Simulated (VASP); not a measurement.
# CdF2 (R3m) in VASP: further runs

Runs on CdF2. Level: PBE. Tasks: electric field gradients.

Program: VASP 6.6.1. These are calculated values, not measurements. Logs are shortened: lines on timing, memory, paths and dates and some standing lists are left out, and cuts for length are marked.

### 1 The cell of the first run

The structure is trigonal, space group R3m (No. 160). The conventional cell has a = 3.819 Å, b = 3.819 Å, c = 9.355 Å, α = 90.00°, β = 90.00°, γ = 120.00°. Cd (site symmetry 3m) has 8 F at 2.22 to 2.57 Å within 2.9 Å. F (site symmetry 3m) has 4 Cd at 2.27 to 2.57 Å and 6 F at 2.63 to 2.77 Å within 3.0 Å. F (site symmetry 3m) has 4 Cd at 2.22 to 2.38 Å and 6 F at 2.63 to 2.77 Å within 2.9 Å.

### 2 Electric field gradients, PBE (shortest bond scaled by 1.1)

Input file INCAR:

```
SYSTEM = CdF2
PREC = Accurate
ENCUT = 520
EDIFF = 1E-8
ISMEAR = -1
SIGMA = 0.03
LREAL = .FALSE.
LASPH = .TRUE.
NELM = 100
ALGO = Normal
ISIF = 2
LWAVE = .FALSE.
LCHARG = .FALSE.
GGA = PE
LEFG = .TRUE.
NBANDS = 20
```

Input file KPOINTS:

```
Automatic mesh
0
G
  7 7 7
  0 0 0
```

Input file POSCAR:

```
CdF2
1.0
    0.0000000000      2.7005188915      2.7005188915
    2.7005188915      0.0000000000      2.7005188915
    2.7005188915      2.7005188915      0.0000000000
Cd F
1 2
Direct
    0.0375000000     -0.0125000000     -0.0125000000
    0.2125000000      0.2625000000      0.2625000000
    0.7500000000      0.7500000000      0.7500000000
```

Potentials or basis: VASP PAW PBE potentials, release 64 (Cd, F).

Launch:

```console
> cat potpaw_PBE.64/Cd/POTCAR potpaw_PBE.64/F/POTCAR > POTCAR
> mpirun -np 1 vasp_std > vasp.out
```

OUTCAR:

```text
SYSTEM = CdF2
   PREC = Accurate
   ENCUT = 520
   EDIFF = 1E-8
   ISMEAR = -1
   LREAL = .FALSE.
   LASPH = .TRUE.
   NELM = 100
   ISIF = 2
   GGA = PE

 ion  position               nearest neighbor table
   1  0.038  0.987  0.987-   3 2.22   2 2.27   2 2.27   2 2.27   3 2.38   3 2.38   3 2.38   2 2.57

   2  0.212  0.263  0.263-   1 2.27   1 2.27   1 2.27   1 2.57
   3  0.750  0.750  0.750-   1 2.22   1 2.38   1 2.38   1 2.38

  LATTYP: Found a face centered cubic cell.
 ALAT       =     5.4010377830

  Lattice vectors:

 A1 = (   0.0000000000,   2.7005188915,   2.7005188915)
 A2 = (   2.7005188915,   0.0000000000,   2.7005188915)
 A3 = (   2.7005188915,   2.7005188915,   0.0000000000)

Analysis of symmetry for initial positions (statically):
=====================================================================
 Subroutine PRICEL returns:
 Original cell was already a primitive cell.

 Routine SETGRP: Setting up the symmetry group for a
 face centered cubic supercell.

 Subroutine GETGRP returns: Found  6 space group operations
 (whereof  6 operations were pure point group operations)
 out of a pool of 48 trial point group operations.

The static configuration has the point symmetry C_3v.

Analysis of symmetry for dynamics (positions and initial velocities):
=====================================================================
 Subroutine PRICEL returns:
 Original cell was already a primitive cell.

 Routine SETGRP: Setting up the symmetry group for a
 face centered cubic supercell.

 Subroutine GETGRP returns: Found  6 space group operations
 (whereof  6 operations were pure point group operations)
 out of a pool of 48 trial point group operations.

The dynamic configuration has the point symmetry C_3v.

 Subroutine INISYM returns: Found  6 space group operations
 (whereof  6 operations are pure point group operations),
 and found     1 'primitive' translations

----------------------------------------------------------------------------------------

                                     Primitive cell

  volume of cell :      39.3887

  direct lattice vectors                    reciprocal lattice vectors
     0.000000000  2.700518891  2.700518891    -0.185149603  0.185149603  0.185149603
     2.700518891  0.000000000  2.700518891     0.185149603 -0.185149603  0.185149603
     2.700518891  2.700518891  0.000000000     0.185149603  0.185149603 -0.185149603

  length of vectors
     3.819110442  3.819110442  3.819110442     0.320688519  0.320688519  0.320688519

  position of ions in fractional coordinates (direct lattice)
     0.037500000  0.987500000  0.987500000
     0.212500000  0.262500000  0.262500000
     0.750000000  0.750000000  0.750000000

  ion indices of the primitive-cell ions
   primitive index   ion index
                 1           1
                 2           2
                 3           3

----------------------------------------------------------------------------------------

 KPOINTS: Automatic mesh

Automatic generation of k-mesh.
 Grid dimensions read from file:
 generate k-points for:    7    7    7

 Generating k-lattice:

  Cartesian coordinates                     Fractional coordinates (reciprocal lattice)
    -0.026449943  0.026449943  0.026449943     0.142857143  0.000000000  0.000000000
     0.026449943 -0.026449943  0.026449943     0.000000000  0.142857143  0.000000000
     0.026449943  0.026449943 -0.026449943     0.000000000  0.000000000  0.142857143

  Length of vectors
     0.045812646  0.045812646  0.045812646

  Shift w.r.t. Gamma in fractional coordinates (k-lattice)
     0.000000000  0.000000000  0.000000000

 Subroutine IBZKPT returns following result:
 ===========================================

 Found     44 irreducible k-points:

 Following reciprocal coordinates:
            Coordinates               Weight
  0.000000  0.000000  0.000000      1.000000
  0.142857  0.000000  0.000000      2.000000
  0.000000  0.142857  0.000000      6.000000
  0.285714  0.000000  0.000000      2.000000
  0.000000  0.285714  0.000000      6.000000
  0.428571  0.000000  0.000000      2.000000
[... 16 lines left out ...]
  0.285714  0.285714  0.000000      6.000000
  0.428571  0.285714  0.000000      6.000000
 [... further k-points ...]
   k-points           NKPTS =     44   k-points in BZ     NKDIM =     44   number of bands    NBANDS=     20
   number of dos      NEDOS =    301   number of ions     NIONS =      3
   total plane-waves  NPLWV =  21952
   dimension x,y,z NGX =    28 NGY =   28 NGZ =   28
   dimension x,y,z NGXF=    56 NGYF=   56 NGZF=   56
   ions per type =               1   2
   NGX,Y,Z   is equivalent  to a cutoff of  12.19, 12.19, 12.19 a.u.
   NGXF,Y,Z  is equivalent  to a cutoff of  24.38, 24.38, 24.38 a.u.
 SYSTEM =  CdF2
   PREC   = accura    normal or accurate (medium, high low for compatibility)
   ISTART =      0    job   : 0-new  1-cont  2-samecut
   ICHARG =      2    charge: 1-file 2-atom 10-const
   ISPIN  =      1    spin polarized calculation?
   LNONCOLLINEAR =      F non collinear calculations
   LSORBIT =      F    spin-orbit coupling
   LASPH  =      T    aspherical Exc in radial PAW
   ENCUT  =  520.0 eV  38.22 Ry    6.18 a.u.   7.10  7.10  7.10*2*pi/ulx,y,z
   NELM   =    100;   NELMIN=  2; NELMDL= -5     # of ELM steps
   EDIFF  = 0.1E-07   stopping-criterion for ELM
   LREAL  =      F    real-space projection
   EDIFFG = 0.1E-06   stopping-criterion for IOM
   NSW    =      0    number of steps for IOM
   IBRION =     -1    ionic relax: 0-MD 1-quasi-New 2-CG
   NFREE  =      0    steps in history (QN), initial steepest desc. (CG)
   ISIF   =      2    stress and relaxation
   ISYM   =      2    0-nonsym 1-usesym 2-fastsym
   POTIM  = 0.5000    time-step for ionic-motion
   TEBEG  =    0.0;   TEEND  =   0.0 temperature during run
   PSTRESS=    0.0 pullay stress
   NELECT =      26.0000    total number of electrons
   NUPDOWN=      -1.0000    fix difference up-down
   EMIN   =  10.00;   EMAX   =-10.00  energy-range for DOS
   EFERMI =   0.00;   METHOD = LEGACY
   ISMEAR =    -1;   SIGMA  =   0.03  broadening in eV -4-tet -1-fermi 0-gaus
   EFERMI_NEDOS =   21; number of points for ismear=-14 and -15
   IALGO  =     38    algorithm
   IMIX   =      4    mixing-type and parameters
     AMIX     =   0.40;   BMIX     =  1.00
     AMIX_MAG =   1.60;   BMIX_MAG =  1.00
  volume/ion in A,a.u.               =      13.13        88.60
  Fermi-wavevector in a.u.,A,eV,Ry     =   1.425417  2.693648 27.644519  2.031815
  Thomas-Fermi vector in A             =   2.545804
   LORBIT       =      0    0 simple, 1 ext, 2 COOP (PROOUT), +10 PAW based schemes
   GGA     = PE    functional components
   LHFCALC =     F    Hartree Fock is set to
   AEXX    =    0.0000 exact exchange contribution
   IVDW    =     0    specifies the selected vdW correction
   LEPSILON=     F    determine dielectric tensor
   LRPA    =     F    only Hartree local field effects (RPA)
 non-spin polarized calculation
  energy-cutoff  :      520.00
  volume of cell :       39.39
 maximum number of plane-waves:      1073
   NGX = 15   NGY = 15   NGZ = 15

 number of electron      25.9999989 magnetization

 Free energy of the ion-electron system (eV)
  ---------------------------------------------------
  ext. energy  EPLUGINS =         0.00000000
  ---------------------------------------------------
  free energy    TOTEN  =       -10.78168056 eV

  energy without entropy =      -10.78168056  energy(sigma->0) =      -10.78168056

 E-fermi :  -0.6630     XC(G=0): -10.3652

 val. band max:       -1.4225762323   @ k =  -0.2857   0.4286   0.1429
 cond. band min:       1.6861975523   @ k =   0.0000   0.0000   0.0000
 fundamental gap:      3.1087737846
 Fermi energy:        -0.6629893287

 k-point     1 :       0.0000    0.0000    0.0000
  band No.  band energies     occupation
      1     -22.1568      2.00000
      2     -21.0703      2.00000
      3      -7.0070      2.00000
      4      -7.0070      2.00000
      5      -6.8733      2.00000
      6      -5.8091      2.00000
[... 12 lines left out ...]
     19      18.3421      0.00000
[... 513 lines left out ...]
      4      -6.4185      2.00000
      5      -6.2338      2.00000
      6      -5.7820      2.00000
[... 12 lines left out ...]
     19      19.1198      0.00000
     20      19.1925      0.00000

 [... further k-points ...]

------------------------ aborting loop because EDIFF is reached ----------------------------------------

  FORCE on cell =-STRESS in cart. coord.  units (eV):
  Direction    XX          YY          ZZ          XY          YZ          ZX
  --------------------------------------------------------------------------------------
  -------------------------------------------------------------------------------------
  Total        1.7058472      1.7058472      1.7058472     -0.0318056      0.0318056     -0.0318056
  in kB       69.3871511     69.3871511     69.3871511     -1.2937281      1.2937281     -1.2937281
  external PRESSURE =      69.3871511 kB  Pullay stress =       0.0000000 kB

 VOLUME and BASIS-vectors are now :
 -----------------------------------------------------------------------------
  energy-cutoff  :      520.00
  volume of cell :       39.39
      direct lattice vectors                 reciprocal lattice vectors
     0.000000000  2.700518891  2.700518891    -0.185149603  0.185149603  0.185149603
     2.700518891  0.000000000  2.700518891     0.185149603 -0.185149603  0.185149603
     2.700518891  2.700518891  0.000000000     0.185149603  0.185149603 -0.185149603

 POSITION                                       TOTAL-FORCE (eV/Angst)
 -----------------------------------------------------------------------------------
      5.33352      2.76803      2.76803         0.465248     -0.465248     -0.465248
      1.41777      1.28275      1.28275        -0.332523      0.332523      0.332523
      4.05078      4.05078      4.05078        -0.132726      0.132726      0.132726
 -----------------------------------------------------------------------------------
    total drift:                               -0.000003     -0.000001     -0.000001

  FREE ENERGIE OF THE ION-ELECTRON SYSTEM (eV)
  ---------------------------------------------------
  free  energy   TOTEN  =       -10.7816805585 eV

  energy  without entropy=      -10.7816805585  energy(sigma->0) =      -10.78168056

 Electric field gradients (V/A^2)
---------------------------------------------------------------------
 ion       V_xx      V_yy      V_zz      V_xy      V_xz      V_yz
---------------------------------------------------------------------
   1       0.001    -0.000    -0.000    -7.965    -7.965     7.962
   2      -0.003     0.001     0.001    13.631    13.631   -13.626
   3       0.000    -0.000    -0.000    -6.478    -6.478     6.495
---------------------------------------------------------------------

 Electric field gradients after diagonalization (V/A^2)
 (convention: |V_zz| > |V_xx| > |V_yy|)
----------------------------------------------------------------------
 ion       V_xx      V_yy      V_zz     asymmetry (V_yy - V_xx)/ V_zz
----------------------------------------------------------------------
   1      -7.966    -7.962    15.929       0.000
   2      13.632    13.627   -27.259       0.000
   3      -6.495    -6.472    12.967       0.002
----------------------------------------------------------------------

           NMR quadrupolar parameters

 Cq : quadrupolar parameter    Cq=e*Q*V_zz/h
 eta: asymmetry parameters     (V_yy - V_xx)/ V_zz
 Q  : nuclear electric quadrupole moment in mb (millibarn)
----------------------------------------------------------------------
 ion       Cq(MHz)       eta       Q (mb)
----------------------------------------------------------------------
   1       0.039       0.000       1.000
   2      -0.066       0.000       1.000
   3       0.031       0.002       1.000
----------------------------------------------------------------------
```

It took 18 s on 1 thread of Intel Xeon 6975P-C (Granite Rapids), shared host; peak memory 0.17 GiB.

What came out:

```yaml
Free_energy: -10.7817 eV
Pressure: 6.9 GPa
Largest_force: 0.806 eV/Å
Band_gap_on_the_k_mesh: 3.11 eV (least direct gap 3.53 eV)
Largest_electric_field_gradient_by_atom: Cd +15.9; F -27.3, +13.0 V/Å²
```

Forces in eV/Å, atoms in the order of the input:
```
Cd   0.465 -0.465 -0.465
F   -0.333  0.333  0.333
F   -0.133  0.133  0.133
```

Stress tensor (GPa, compression positive):
```
 6.94 -0.13 -0.13
-0.13  6.94  0.13
-0.13  0.13  6.94
```

Levels at points of the mesh, in eV from the valence-band top:
| k point | band 10 | band 11 | band 12 | band 13 | band 14 | band 15 | band 16 | band 17 |
| --- | --- | --- | --- | --- | --- | --- | --- | --- |
| (0.00, 0.00, 0.00) | -0.85 | -0.54 | -0.42 | -0.42 | 3.11 | 12.80 | 12.82 | 12.82 |

Electric field gradients, principal values (V/Å²):
```tsv
atom	least	middle	greatest (by size)
1 Cd	-7.962	-7.966	15.929
2 F	13.627	13.632	-27.259
3 F	-6.472	-6.495	12.967
```

Caveat: the cell differs from its parent crystal (shortest bond scaled by 1.1); the cell stands under pressure; without QUAD_EFG the Cq values of the log hold for a quadrupole moment of 1 mb, not for the nuclei; an odd mesh through Γ misses points on the zone boundary, where band edges can lie.

[end of part 1 of 3]
